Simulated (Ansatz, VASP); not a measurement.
Two plane-wave programs on Ca3Hg

Contents of INCAR:

```
SYSTEM = Ca3Hg
PREC = Accurate
ENCUT = 520
EDIFF = 1E-7
ISMEAR = -1
SIGMA = 0.1
LREAL = .False.
LASPH = .True.
NELM = 100
ALGO = Normal
ISIF = 2
LWAVE = .False.
LCHARG = .False.
NBANDS = 29
```

KPOINTS

```
Automatic mesh
0
Gamma
  5 5 5
  0 0 0
```

The input POSCAR:

```
Ca3Hg
1.0
    5.2327162042      0.0000000000      0.0000000000
    0.0000000000      5.2327162042      0.0000000000
    0.0000000000      0.0000000000      5.2327162042
Ca Hg
3 1
Direct
    0.5000000000      0.0000000000      0.0000000000
    0.0000000000      0.0000000000      0.5000000000
    0.0000000000      0.5000000000      0.0000000000
    0.5000000000      0.5000000000      0.5000000000
```

Input for Ansatz:

```yaml
crystal:
  lattice:
    - [5.2327162041607735, 0.0, 0.0]
    - [0.0, 5.2327162041607735, 0.0]
    - [0.0, 0.0, 5.2327162041607735]
  atoms:
    - { symbol: Ca, position: [0.5, 0.0, 0.0] }
    - { symbol: Ca, position: [0.0, 0.0, 0.5] }
    - { symbol: Ca, position: [0.0, 0.5, 0.0] }
    - { symbol: Hg, position: [0.5, 0.5, 0.5] }
basis:
  ecutwfc: 500.0
kpoints:
  mp_grid:
    grid: [5, 5, 5]
hamiltonian:
  xc: lda
  pseudopotentials:
    kind: paw
scf:
  occupations:
    method: fermi_dirac
output:
  stress: true
```

Alike in both runs: task single point; functional LDA; k mesh 5 × 5 × 5; no spin polarisation.

|  | VASP | Ansatz |
| --- | --- | --- |
| version | VASP 6.6.1 | Ansatz 0.2.0 |
| potentials or method | VASP PAW LDA potentials, release 64 (Ca_sv, Hg), cutoff 520 eV | plane waves, PAW |
| occupations | fermi-dirac, width 0.1 eV | fermi-dirac |
| valence electrons in the cell | 42 | 50 |

|  | VASP | Ansatz | Ansatz less VASP |
| --- | --- | --- | --- |
| pressure (GPa) | -3.9 | -3.9 | -0.02 |

LDA's correlation is that of Perdew and Zunger in VASP and of Perdew and Wang (1992) in Ansatz. VASP's potentials hold 42 valence electrons a cell and Ansatz's 50, so a difference there can come from the potentials and not from the codes.

Neither program's run includes spin-orbit coupling.
